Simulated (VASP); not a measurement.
## In3Se: relaxation of cell and atoms with r2SCAN

The system is In3Se.

```
CELL_PARAMETERS angstrom
4.80376 0.00000 0.00000
0.00000 4.80376 0.00000
0.00000 0.00000 4.80376
ATOMIC_POSITIONS crystal
In 0.00000 0.50000 0.50000
In 0.50000 0.00000 0.50000
In 0.50000 0.50000 0.00000
Se 0.00000 0.00000 0.00000
```

```
Program                : VASP 6.6.1
Task                   : relaxation of cell and atoms
Functional             : r2SCAN
Potentials or basis    : VASP PAW PBE potentials, release 64 (In_d, Se)
Cutoff                 : 600 eV
k mesh                 : 10 × 10 × 10
Occupations            : gaussian, width 0.1 eV
Spin                   : no spin polarisation
Dipole correction      : no
Further INCAR settings : ALGO = Normal; EDIFF = 1e-07; IBRION = 2; EDIFFG = -0.005; NSW = 100; ISIF = 3
```

```
Relaxed volume                        : 26.74 Å³/atom
Relaxed cell                          : a = 4.747 Å, b = 4.747 Å, c = 4.747 Å, α = 90.00°, β = 90.00°, γ = 90.00°
Space group after relaxing (to 0.1 Å) : Pm-3m (No. 221)
Energy gained by relaxing             : 4.0 meV/atom
Ionic steps                           : 3
Pressure after relaxing               : 0.0 GPa
Band gap on the k mesh                : zero (an odd number of electrons rules out a gap without spin polarisation)
```

Step by step:
```
step  energy change (eV)  largest force (eV/Å)  pressure (GPa)  volume (Å³)
   1              0.0000                0.0000           -1.25       110.85
   2             -0.0156                0.0000           -0.17       107.43
   3             -0.0159                0.0000           -0.01       106.95
```

Final structure:
```yaml
crystal:
  lattice:
    - [4.74675, 0.00000, 0.00000]
    - [0.00000, 4.74675, 0.00000]
    - [0.00000, 0.00000, 4.74675]
  atoms:
    - { symbol: In, position: [0.00000, 0.50000, 0.50000] }
    - { symbol: In, position: [0.50000, 0.00000, 0.50000] }
    - { symbol: In, position: [0.50000, 0.50000, 0.00000] }
    - { symbol: Se, position: [0.00000, 0.00000, 0.00000] }
```

Levels at points of the mesh, in eV from the Fermi level:
```tsv
k point	band 19	band 20	band 21	band 22	band 23	band 24	band 25	band 26
(0.00, 0.00, 0.00)	-3.62	-3.62	-2.13	-2.13	1.13	1.13	1.13	4.53
(0.50, 0.00, 0.00)	-2.76	-2.76	-1.51	-1.22	-0.15	-0.15	1.57	4.06
(0.50, 0.50, 0.00)	-6.06	-2.24	-0.76	-0.73	-0.73	1.58	1.92	1.92
(0.50, 0.50, 0.50)	-4.53	-4.49	-4.49	-4.49	-3.55	3.27	3.27	3.27
```

Run time: 38 min on 1 thread of Oxide Virtual Turin-like Processor (shared host), peak memory 0.36 GiB.

Caveat: the PAW data sets were made with another functional, which shifts forces and pressure a little; spin-orbit coupling is left out, which moves the levels of the heavy elements.
